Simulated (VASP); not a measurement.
LiF:

```
F Li
1.0
     2.55953    0.00000    0.00000
     0.00000    2.55953    0.00000
     0.00000    0.00000    2.55953
F Li
1 1
Direct
  0.50000 0.50000 0.50000
  0.00000 0.00000 0.00000
```

Base run:

* Program: VASP 6.6.1
* Functional: PBE
* Potentials or basis: VASP PAW PBE potentials, release 64 (F, Li_sv)
* Cutoff: 520 eV
* k mesh: 10 × 10 × 10
* Occupations: gaussian, width 0.05 eV
* Spin: no spin polarisation

Its results: band gap on the k mesh 7.51 eV, indirect (least direct gap 8.18 eV).

Q: The run is repeated on the same cell with these changes: functional from PBE to LDA; potentials or basis from VASP PAW PBE potentials, release 64 (F, Li_sv) to VASP PAW LDA potentials, release 64 (F, Li_sv). What comes out?

A: Band gap on the k mesh 7.30 eV, indirect (least direct gap 7.99 eV).

A k mesh can miss the band edges.
